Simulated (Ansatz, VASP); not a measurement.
# One calculation of C, two programs

```
CELL_PARAMETERS angstrom
2.57676 0.00000 0.00000
-1.28838 2.23154 0.00000
0.00000 0.00000 7.63927
ATOMIC_POSITIONS crystal
C 0.00000 0.00000 0.09294
C 0.00000 0.00000 0.59294
C 0.00000 0.00000 0.40706
C 0.00000 0.00000 0.90706
C 0.33333 0.66667 0.15554
C 0.66667 0.33333 0.65554
C 0.33333 0.66667 0.34446
C 0.66667 0.33333 0.84446
```

Change from the starting cell: mode 21 frozen in at +0.000 Å, strain +e along z and -e/2 along x and y -0.0700.

Alike in both runs: task single point; functional LDA; k mesh 12 × 12 × 4; occupations gaussian, width 0.05 eV; no spin polarisation.

```csv
,VASP,Ansatz
version,VASP 6.6.1,Ansatz 0.2.0
potentials or method,"VASP PAW LDA potentials, release 64 (C), cutoff 520 eV","scalar-relativistic, plane waves, PAW"
valence electrons in the cell,32,32
```

```tsv
	VASP	Ansatz	Ansatz less VASP
gap on the k mesh at the Fermi level (eV)	3.02	3.03	+0.014
least direct gap on the mesh (eV)	3.97	3.98	+0.005
pressure (GPa)	11.4	9.7	-1.70
traceless stress, the component that is largest in VASP (GPa)	100.89	100.46	-0.428
rms of the force components (eV/Å)	0.661	0.643	-0.0187
```

Ansatz warns that its potentials were made for another functional, while VASP's fit it. LDA's correlation is that of Perdew and Zunger in VASP and of Perdew and Wang (1992) in Ansatz. Atom by atom the forces differ by 0.019 eV/Å (rms over components).
